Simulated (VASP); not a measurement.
# MoBr (Fd-3m) in VASP: further runs, part 2 of 2

VASP 6.6.1. Earlier steps stand in the parts before.

## (3) Single point, PBE, collinear spin, ferromagnetic start

This run uses another cell than the first one, of 23.85 Å³/atom, 1.296 times its volume.

Input file INCAR:

```
PREC = Accurate
ENCUT = 520
EDIFF = 1E-6
ISMEAR = 0
SIGMA = 0.1
LREAL = F
LASPH = T
NELM = 150
ALGO = Normal
ISIF = 2
LWAVE = F
LCHARG = F
ISPIN = 2
MAGMOM = 1 1 0 0
LORBIT = 11
LMAXMIX = 4
GGA = PE
NBANDS = 33
```

Input file KPOINTS:

```
Automatic mesh
0
Gamma
  4 4 4
```

Input file POSCAR:

```
MoBr
1.0
    0.0000000000      3.6267874633      3.6267874633
    3.6267874633      0.0000000000      3.6267874633
    3.6267874633      3.6267874633      0.0000000000
Mo Br
2 2
Direct
    0.5000000000      0.5000000000      0.5000000000
    0.7500000000      0.7500000000      0.7500000000
    0.0000000000      0.0000000000      0.0000000000
    0.2500000000      0.2500000000      0.2500000000
```

Potentials or basis: VASP PAW PBE potentials, release 64 (Mo_sv, Br).

Run with:

```bash
$ cat potpaw_PBE.64/Mo_sv/POTCAR potpaw_PBE.64/Br/POTCAR > POTCAR
$ mpirun -np 1 vasp_std > vasp.out
```

OUTCAR:

```text
PREC = Accurate
   ENCUT = 520
   EDIFF = 1E-6
   ISMEAR = 0
   LREAL = F
   LASPH = T
   NELM = 150
   ISIF = 2
   ISPIN = 2
   LORBIT = 11
   GGA = PE

 ion  position               nearest neighbor table
   1  0.500  0.500  0.500-   4 3.14   4 3.14   4 3.14   2 3.14   4 3.14   2 3.14   2 3.14   2 3.14

   2  0.750  0.750  0.750-   1 3.14   1 3.14   1 3.14   1 3.14   3 3.14   3 3.14   3 3.14   3 3.14

   3  0.000  0.000  0.000-   2 3.14   2 3.14   2 3.14   2 3.14
   4  0.250  0.250  0.250-   1 3.14   1 3.14   1 3.14   1 3.14

  LATTYP: Found a face centered cubic cell.
 ALAT       =     7.2535749266

  Lattice vectors:

 A1 = (   0.0000000000,   3.6267874633,   3.6267874633)
 A2 = (   3.6267874633,   0.0000000000,   3.6267874633)
 A3 = (   3.6267874633,   3.6267874633,   0.0000000000)

Analysis of symmetry for initial positions (statically):
=====================================================================
 Subroutine PRICEL returns:
 Original cell was already a primitive cell.

 Routine SETGRP: Setting up the symmetry group for a
 face centered cubic supercell.

 Subroutine GETGRP returns: Found 48 space group operations
 (whereof 24 operations were pure point group operations)
 out of a pool of 48 trial point group operations.

The static configuration has the point symmetry T_d .
 The point group associated with its full space group is O_h .

Analysis of symmetry for dynamics (positions and initial velocities):
=====================================================================
 Subroutine PRICEL returns:
 Original cell was already a primitive cell.

 Routine SETGRP: Setting up the symmetry group for a
 face centered cubic supercell.

 Subroutine GETGRP returns: Found 48 space group operations
 (whereof 24 operations were pure point group operations)
 out of a pool of 48 trial point group operations.

The dynamic configuration has the point symmetry T_d .
 The point group associated with its full space group is O_h .

Analysis of structural, dynamic, and magnetic symmetry:
=====================================================================
 Subroutine PRICEL returns:
 Original cell was already a primitive cell.

 Routine SETGRP: Setting up the symmetry group for a
 face centered cubic supercell.

 Subroutine GETGRP returns: Found 48 space group operations
 (whereof 24 operations were pure point group operations)
 out of a pool of 48 trial point group operations.

The overall configuration has the point symmetry T_d .
 The point group associated with its full space group is O_h .

 Subroutine INISYM returns: Found 48 space group operations
 (whereof 24 operations are pure point group operations),
 and found     1 'primitive' translations

----------------------------------------------------------------------------------------

                                     Primitive cell

  volume of cell :      95.4105

  direct lattice vectors                    reciprocal lattice vectors
     0.000000000  3.626787463  3.626787463    -0.137863055  0.137863055  0.137863055
     3.626787463  0.000000000  3.626787463     0.137863055 -0.137863055  0.137863055
[... 69 lines left out ...]
   LASPH  =      T    aspherical Exc in radial PAW
   ENCUT  =  520.0 eV  38.22 Ry    6.18 a.u.   9.54  9.54  9.54*2*pi/ulx,y,z
   NELM   =    150;   NELMIN=  2; NELMDL= -5     # of ELM steps
   EDIFF  = 0.1E-05   stopping-criterion for ELM
   LREAL  =      F    real-space projection
   EDIFFG = 0.1E-04   stopping-criterion for IOM
   NSW    =      0    number of steps for IOM
   IBRION =     -1    ionic relax: 0-MD 1-quasi-New 2-CG
   NFREE  =      0    steps in history (QN), initial steepest desc. (CG)
   ISIF   =      2    stress and relaxation
   ISYM   =      2    0-nonsym 1-usesym 2-fastsym
   POTIM  = 0.5000    time-step for ionic-motion
   TEBEG  =    0.0;   TEEND  =   0.0 temperature during run
   PSTRESS=    0.0 pullay stress
   NELECT =      42.0000    total number of electrons
   NUPDOWN=      -1.0000    fix difference up-down
   EMIN   =  10.00;   EMAX   =-10.00  energy-range for DOS
   EFERMI =   0.00;   METHOD = LEGACY
   ISMEAR =     0;   SIGMA  =   0.10  broadening in eV -4-tet -1-fermi 0-gaus
   EFERMI_NEDOS =   21; number of points for ismear=-14 and -15
   IALGO  =     38    algorithm
   IMIX   =      4    mixing-type and parameters
     AMIX     =   0.40;   BMIX     =  1.00
     AMIX_MAG =   1.60;   BMIX_MAG =  1.00
  volume/ion in A,a.u.               =      23.85       160.97
  Fermi-wavevector in a.u.,A,eV,Ry     =   1.245353  2.353376 21.101333  1.550904
  Thomas-Fermi vector in A             =   2.379579
   LORBIT       =     11    0 simple, 1 ext, 2 COOP (PROOUT), +10 PAW based schemes
   GGA     = PE    functional components
   LHFCALC =     F    Hartree Fock is set to
   AEXX    =    0.0000 exact exchange contribution
   IVDW    =     0    specifies the selected vdW correction
   LEPSILON=     F    determine dielectric tensor
   LRPA    =     F    only Hartree local field effects (RPA)
 spin polarized calculation
 Gauss-broadening in eV      SIGMA  =   0.10
  energy-cutoff  :      520.00
  volume of cell :       95.41
 maximum number of plane-waves:      2637
 NGX is ok and might be reduce to    40
   NGX = 19   NGY = 19   NGZ = 19

 number of electron      41.9999993 magnetization       3.8597841

 Free energy of the ion-electron system (eV)
  ---------------------------------------------------
  ext. energy  EPLUGINS =         0.00000000
  ---------------------------------------------------
  free energy    TOTEN  =       -19.12746752 eV

  energy without entropy =      -19.10479947  energy(sigma->0) =      -19.11613349

 E-fermi :   5.7531     XC(G=0): -10.3903

 val. band max:        5.6986011604   @ k =   0.5000   0.2500   0.0000
 cond. band min:       5.8005754720   @ k =   0.0000   0.0000   0.0000
 fundamental gap:      0.1019743116
 Fermi energy:         5.7531346649

 spin component 1

 k-point     1 :       0.0000    0.0000    0.0000
  band No.  band energies     occupation
      1     -55.6728      1.00000
      2     -55.6336      1.00000
      3     -29.8134      1.00000
      4     -29.8134      1.00000
      5     -29.8134      1.00000
      6     -29.6862      1.00000
[... 277 lines left out ...]
     32      14.5656      0.00000
     33      15.4535      0.00000
 Fermi energy:         5.7531346649

 spin component 2

 k-point     1 :       0.0000    0.0000    0.0000
  band No.  band energies     occupation
      1     -54.7548      1.00000
      2     -54.7157      1.00000
      3     -28.7952      1.00000
      4     -28.7952      1.00000
      5     -28.7952      1.00000
      6     -28.6656      1.00000
[... 277 lines left out ...]
     32      15.0502      0.00000
     33      16.1162      0.00000

------------------------ aborting loop because EDIFF is reached ----------------------------------------

  FORCE on cell =-STRESS in cart. coord.  units (eV):
  Direction    XX          YY          ZZ          XY          YZ          ZX
  --------------------------------------------------------------------------------------
  -------------------------------------------------------------------------------------
  Total       -7.0068955     -7.0068955     -7.0068955     -0.0000000     -0.0000000     -0.0000000
  in kB     -117.6629980   -117.6629980   -117.6629980     -0.0000000     -0.0000000     -0.0000000
  external PRESSURE =    -117.6629980 kB  Pullay stress =       0.0000000 kB

 VOLUME and BASIS-vectors are now :
 -----------------------------------------------------------------------------
  energy-cutoff  :      520.00
  volume of cell :       95.41
      direct lattice vectors                 reciprocal lattice vectors
     0.000000000  3.626787463  3.626787463    -0.137863055  0.137863055  0.137863055
     3.626787463  0.000000000  3.626787463     0.137863055 -0.137863055  0.137863055
     3.626787463  3.626787463  0.000000000     0.137863055  0.137863055 -0.137863055

 POSITION                                       TOTAL-FORCE (eV/Angst)
 -----------------------------------------------------------------------------------
      3.62679      3.62679      3.62679         0.000000     -0.000000      0.000000
      5.44018      5.44018      5.44018        -0.000000     -0.000000     -0.000000
      0.00000      0.00000      0.00000         0.000000      0.000000      0.000000
      1.81339      1.81339      1.81339        -0.000000     -0.000000     -0.000000
 -----------------------------------------------------------------------------------
    total drift:                               -0.000000     -0.000000      0.000000

  FREE ENERGIE OF THE ION-ELECTRON SYSTEM (eV)
  ---------------------------------------------------
  free  energy   TOTEN  =       -19.1274675166 eV

  energy  without entropy=      -19.1047994655  energy(sigma->0) =      -19.11613349

 total charge

# of ion       s       p       d       tot
------------------------------------------
    1        2.210   6.027   3.761  11.998
    2        2.210   6.027   3.761  11.998
    3        1.640   3.098   0.036   4.774
    4        1.640   3.098   0.036   4.774
--------------------------------------------------
tot          7.699  18.250   7.595  33.544

 magnetization (x)

# of ion       s       p       d       tot
------------------------------------------
    1        0.058   0.014   1.355   1.427
    2        0.058   0.014   1.355   1.427
    3        0.013   0.123   0.004   0.139
    4        0.013   0.123   0.004   0.139
--------------------------------------------------
tot          0.142   0.274   2.717   3.132
```

OSZICAR:

```text
N       E                     dE             d eps       ncg     rms          rms(c)
DAV:   1     0.369637066806E+03    0.36964E+03   -0.23972E+04  1136   0.120E+03
DAV:   2    -0.504389698192E+01   -0.37468E+03   -0.36076E+03  1242   0.338E+02
DAV:   3    -0.196783914107E+02   -0.14634E+02   -0.14230E+02  1273   0.601E+01
DAV:   4    -0.198301141620E+02   -0.15172E+00   -0.15151E+00  1176   0.662E+00
DAV:   5    -0.198311774888E+02   -0.10633E-02   -0.10631E-02  1291   0.575E-01    0.139E+01
DAV:   6    -0.191254026827E+02    0.70577E+00   -0.49889E+00  1177   0.108E+01    0.608E+00
DAV:   7    -0.190425588961E+02    0.82844E-01   -0.82874E-01  1150   0.388E+00    0.346E+00
DAV:   8    -0.190838047767E+02   -0.41246E-01   -0.12292E-01  1191   0.163E+00    0.180E+00
DAV:   9    -0.191132853299E+02   -0.29481E-01   -0.23640E-02  1194   0.790E-01    0.959E-01
DAV:  10    -0.191256018203E+02   -0.12316E-01   -0.14843E-02  1229   0.681E-01    0.492E-01
DAV:  11    -0.191271257846E+02   -0.15240E-02   -0.47391E-03  1207   0.326E-01    0.267E-01
DAV:  12    -0.191274138615E+02   -0.28808E-03   -0.50265E-04  1242   0.118E-01    0.961E-02
DAV:  13    -0.191274495900E+02   -0.35729E-04   -0.11162E-04  1148   0.483E-02    0.240E-02
DAV:  14    -0.191274656779E+02   -0.16088E-04   -0.12404E-05  1084   0.168E-02    0.872E-03
DAV:  15    -0.191274674670E+02   -0.17891E-05   -0.37299E-06  1078   0.991E-03    0.308E-03
DAV:  16    -0.191274675166E+02   -0.49605E-07   -0.24518E-07   574   0.307E-03
   1 F= -.19127468E+02 E0= -.19116133E+02  d E =-.226681E-01  mag=     3.8593
```

stdout:

```text
POSCAR found type information on POSCAR MoBr
 POSCAR found :  2 types and       4 ions
 scaLAPACK will be used
 LDA part: xc-table for (Slater+PW92), standard interpolation
 POSCAR, INCAR and KPOINTS ok, starting setup
 FFT: planning ... GRIDC
 FFT: planning ... GRID_SOFT
 FFT: planning ... GRID
 WAVECAR not read
 entering main loop
```

It took 2 min on 1 thread of AMD EPYC 7R43 (Zen 3), shared host; peak memory 0.25 GiB.

What came out:

```
Free energy                                           : -19.1275 eV
Pressure                                              : -11.8 GPa
Net moment                                            : 3.86 μB per cell
Site moments                                          : Mo +1.43; Br +0.14 μB
Valence electrons inside the program's atomic spheres : Mo 12.00; Br 4.77
```

Levels at points of the mesh, in eV from the Fermi level:
Spin up:
```tsv
k point	band 20	band 21	band 22	band 23	band 24	band 25
(0.00, 0.00, 0.00)	-0.66	-0.66	-0.66	0.45	0.45	1.38
(0.50, 0.00, 0.00)	-0.62	-0.62	-0.15	0.07	0.07	0.80
(0.50, 0.50, 0.00)	-1.41	-0.87	-0.87	0.11	0.11	1.28
```
Spin down:
```
           k point  band 17  band 18  band 19  band 20  band 21  band 22
(0.00, 0.00, 0.00)    -1.24    -0.70    -0.70     0.05     0.05     0.05
(0.50, 0.00, 0.00)    -0.72    -0.38    -0.38     0.56     0.89     0.89
(0.50, 0.50, 0.00)    -0.80    -0.80    -0.66    -0.66     0.70     0.70
```

Caveat: the k points lie up to 0.38 Å⁻¹ apart.

## (4) Relaxation of cell and atoms, PBE, collinear spin, ferromagnetic start

This run uses another cell than the first one, of 23.85 Å³/atom, 1.296 times its volume.

Input file INCAR:

```
PREC = Accurate ; ENCUT = 600
EDIFF = 1E-6 ; ISMEAR = 0
SIGMA = 0.1 ; LREAL = F
LASPH = T ; NELM = 150
ALGO = Normal ; ISIF = 3
LWAVE = F ; LCHARG = F
ISPIN = 2 ; MAGMOM = 1.6 1.6 0.17 0.17
LORBIT = 11 ; LMAXMIX = 4
GGA = PE ; IBRION = 2
NSW = 90 ; EDIFFG = -0.04
```

Input file KPOINTS:

```
regular mesh
0
Gamma
  4 4 4
```

POSCAR is that of step 3.

Run with:

```bash
$ cat potpaw_PBE.64/Mo_sv/POTCAR potpaw_PBE.64/Br/POTCAR > POTCAR
$ mpirun -np 1 vasp_std > vasp.out
```

It took 2.7 min on 1 thread of Oxide Virtual Turin-like, shared host; peak memory 0.29 GiB.

Results (log left out):

```yaml
Free_energy: -20.1985 eV
Relaxed_volume: 18.43 Å³/atom
Relaxed_cell: a = 4.707 Å, b = 4.707 Å, c = 4.707 Å, α = 60.00°, β = 60.00°, γ = 60.00°
Space_group_after_relaxing_to_0.05_Å: Fd-3m (No. 227)
Energy_gained_by_relaxing: 267.9 meV/atom
Ionic_steps: 3
Pressure_after_relaxing: -0.1 GPa
Net_moment: 0.68 μB per cell
Site_moments: Mo +0.24; Br +0.05 μB
Valence_electrons_inside_the_program's_atomic_spheres: Mo 12.25; Br 4.84
```

Step by step:
```
step  energy change (eV)  largest force (eV/Å)  pressure (GPa)  volume (Å³)
   1              0.0000                0.0000          -11.80        95.41
   2             -1.0703                0.0000            0.77        73.16
   3             -1.0715                0.0000           -0.07        73.73
```

Final structure:
```cif
data_structure
_symmetry_space_group_name_H-M 'P 1'
_symmetry_Int_Tables_number 1
_cell_length_a 4.7067
_cell_length_b 4.7067
_cell_length_c 4.7067
_cell_angle_alpha 60.000
_cell_angle_beta 60.000
_cell_angle_gamma 60.000
_cell_volume 73.73
loop_
_atom_site_label
_atom_site_type_symbol
_atom_site_fract_x
_atom_site_fract_y
_atom_site_fract_z
_atom_site_occupancy
Mo1 Mo 0.50000 0.50000 0.50000 1
Mo2 Mo 0.75000 0.75000 0.75000 1
Br1 Br 0.00000 0.00000 0.00000 1
Br2 Br 0.25000 0.25000 0.25000 1
```

Levels at points of the mesh, in eV from the Fermi level:
Spin up:
| k point | band 18 | band 19 | band 20 | band 21 | band 22 | band 23 | band 24 | band 25 |
| --- | --- | --- | --- | --- | --- | --- | --- | --- |
| (0.00, 0.00, 0.00) | -2.61 | -1.28 | -0.40 | -0.40 | -0.40 | 1.61 | 1.61 | 2.58 |
| (0.50, 0.00, 0.00) | -1.09 | -1.09 | -0.10 | -0.10 | 0.40 | 0.98 | 0.98 | 1.34 |
| (0.50, 0.50, 0.00) | -1.86 | -1.61 | -1.61 | -0.67 | -0.67 | 0.96 | 0.96 | 2.32 |
Spin down:
```csv
k point,band 18,band 19,band 20,band 21,band 22,band 23,band 24,band 25
"(0.00, 0.00, 0.00)",-2.39,-1.15,-0.28,-0.28,-0.28,1.91,1.91,2.70
"(0.50, 0.00, 0.00)",-0.98,-0.98,0.16,0.16,0.52,1.24,1.24,1.45
"(0.50, 0.50, 0.00)",-1.70,-1.48,-1.48,-0.41,-0.41,1.18,1.18,2.43
```

Caveat: the k points lie up to 0.41 Å⁻¹ apart in the final cell; the volume moved by over 15 % at a fixed basis, so the end points are rough.

## (5) The runs side by side

```csv
task,cell,cutoff (eV),gap on the mesh (eV),pressure (GPa),moment (μB)
single point,"a = 4.704 Å, angles 60.0°, 4 atoms",520,none,0.1,0.67
single point,"a = 5.129 Å, angles 60.0°, 4 atoms",520,none,-11.8,3.86
relaxation of cell and atoms,"relaxed from a = 5.129 Å, angles 60.0°, 4 atoms",600,none,-0.1,0.68
```

Alike in all rows: level PBE; potentials or basis VASP PAW PBE potentials, release 64 (Mo_sv, Br); spin collinear, ferromagnetic start; k mesh 4 × 4 × 4; smearing gaussian 0.1 eV.

Caveats: all runs use coarse meshes; the volume moved by over 15 % at a fixed basis, so the end points are rough (some runs).

Absolute energies hang on the potentials; compare differences alone.
